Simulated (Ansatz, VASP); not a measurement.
## Si: VASP beside Ansatz

The input INCAR:

```
SYSTEM = Si
PREC = Accurate
ENCUT = 500
EDIFF = 1E-6
ISMEAR = 0
SIGMA = 0.15
LREAL = .FALSE.
LASPH = .TRUE.
NELM = 120
ALGO = Normal
ISIF = 2
LWAVE = .FALSE.
LCHARG = .FALSE.
GGA = CA
NBANDS = 46
GGA_COMPAT = .FALSE.
```

Contents of KPOINTS:

```
Automatic mesh
0
G
  7 7 4
  0 0 0
```

File POSCAR:

```
Si
1.0
   -3.2836945321      3.2836945321     -3.2836945321
   -3.2836945321     -3.2836945321      3.2836945321
    0.0000000000      6.7441657595      6.7441657595
Si
16
Direct
    0.8977581535      0.8977581535      0.7801424801
    0.3977581535      0.3977581535      0.2932483779
    0.2500000000      0.9544836931      0.9240276270
    0.7500000000      0.4544836931      0.4371335249
    0.6477581535      0.1477581535      0.8244657229
    0.1477581535      0.6477581535      0.3375716208
    0.7044836931      0.5000000000      0.6805805760
    0.2044836931      0.0000000000      0.1936864738
    0.6022418465      0.6022418465      0.0941245697
    0.1022418465      0.1022418465      0.5810186719
    0.2500000000      0.5455163069      0.9240276270
    0.7500000000      0.0455163069      0.4371335249
    0.8522418465      0.3522418465      0.0498013269
    0.3522418465      0.8522418465      0.5366954290
    0.2955163069      0.5000000000      0.6805805760
    0.7955163069      0.0000000000      0.1936864738
```

Input for Ansatz:

```yaml
crystal:
  lattice:
    - [-3.2836945321, 3.2836945321, -3.2836945321]
    - [-3.2836945321, -3.2836945321, 3.2836945321]
    - [0.0, 6.7441657595, 6.7441657595]
  atoms:
    - { symbol: Si, position: [0.8977581535, 0.8977581535, 0.7801424801] }
    - { symbol: Si, position: [0.3977581535, 0.3977581535, 0.2932483779] }
    - { symbol: Si, position: [0.25, 0.9544836931, 0.924027627] }
    - { symbol: Si, position: [0.75, 0.4544836931, 0.4371335249] }
    - { symbol: Si, position: [0.6477581535, 0.1477581535, 0.8244657229] }
    - { symbol: Si, position: [0.1477581535, 0.6477581535, 0.3375716208] }
    - { symbol: Si, position: [0.7044836931, 0.5, 0.680580576] }
    - { symbol: Si, position: [0.2044836931, 0.0, 0.1936864738] }
    - { symbol: Si, position: [0.6022418465, 0.6022418465, 0.0941245697] }
    - { symbol: Si, position: [0.1022418465, 0.1022418465, 0.5810186719] }
    - { symbol: Si, position: [0.25, 0.5455163069, 0.924027627] }
    - { symbol: Si, position: [0.75, 0.0455163069, 0.4371335249] }
    - { symbol: Si, position: [0.8522418465, 0.3522418465, 0.0498013269] }
    - { symbol: Si, position: [0.3522418465, 0.8522418465, 0.536695429] }
    - { symbol: Si, position: [0.2955163069, 0.5, 0.680580576] }
    - { symbol: Si, position: [0.7955163069, 0.0, 0.1936864738] }
basis:
  ecutwfc: 420
kpoints:
  mp_grid: { grid: [7, 7, 4] }
hamiltonian:
  xc: lda
scf:
  occupations: { method: gaussian, width: 0.15 }
output:
  forces: true
  stress: true
  eigenvalues: true
```

Alike in both runs: task single point; functional LDA; k mesh 7 × 7 × 4; occupations gaussian, width 0.15 eV; no spin polarisation.

```csv
,VASP,Ansatz
version,VASP 6.6.1,Ansatz 0.2.0
potentials or method,"VASP PAW LDA potentials, release 64 (Si), cutoff 500 eV","scalar-relativistic, plane waves, PAW"
valence electrons in the cell,64,64
```

|  | VASP | Ansatz | Ansatz less VASP |
| --- | --- | --- | --- |
| gap on the k mesh at the Fermi level (eV) | none | none | - |
| pressure (GPa) | -2.1 | -2.2 | -0.04 |
| traceless stress, the component that is largest in VASP (GPa) | -2.21 | -2.20 | +0.010 |
| rms of the force components (eV/Å) | 0.387 | 0.386 | -0.0004 |

LDA's correlation is that of Perdew and Zunger in VASP and of Perdew and Wang (1992) in Ansatz. Atom by atom the forces differ by 0.004 eV/Å (rms over components). A gap of «none» marks a metal or a gap that the smearing closes.
